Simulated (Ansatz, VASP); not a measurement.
Sb: VASP beside Ansatz

```
CELL_PARAMETERS angstrom
-1.87134 1.87134 1.87134
1.87134 -1.87134 1.87134
1.87134 1.87134 -1.87134
ATOMIC_POSITIONS crystal
Sb 0.00000 0.00000 0.00000
```

Alike in both runs: task relaxation of cell and atoms; functional HF; k mesh 5 × 5 × 5; occupations fermi-dirac, width 0.05 eV; no spin polarisation.

|  | VASP | Ansatz |
| --- | --- | --- |
| version | VASP 6.6.1 | Ansatz 0.2.0 |
| potentials or method | VASP PAW PBE potentials, release 64 (Sb_d_GW) | Ansatz PAW |
| plane-wave cutoff (eV) | 500 | 420 |
| valence electrons in the cell | 15 | 15 |

|  | VASP | Ansatz | Ansatz less VASP |
| --- | --- | --- | --- |
| gap on the k mesh at the Fermi level, each at its own relaxed structure (eV) | none | none | - |
| relaxed volume (Å³/atom) | 27.83 | 27.99 | +0.159 |
| relaxed length of the cell vector where the two differ most in proportion (Å) | 3.307 | 3.313 | +0.0063 |

VASP's potentials were made for PBE, not for HF. A gap of «none» marks a metal or a gap that the smearing closes.

The k mesh is coarse, so the values compare programs but aren't converged. Spin-orbit coupling is off throughout. Noted on Ansatz's run: the plane-wave basis is chosen anew once the cell has moved, so the energies of steps on either side of that aren't comparable.
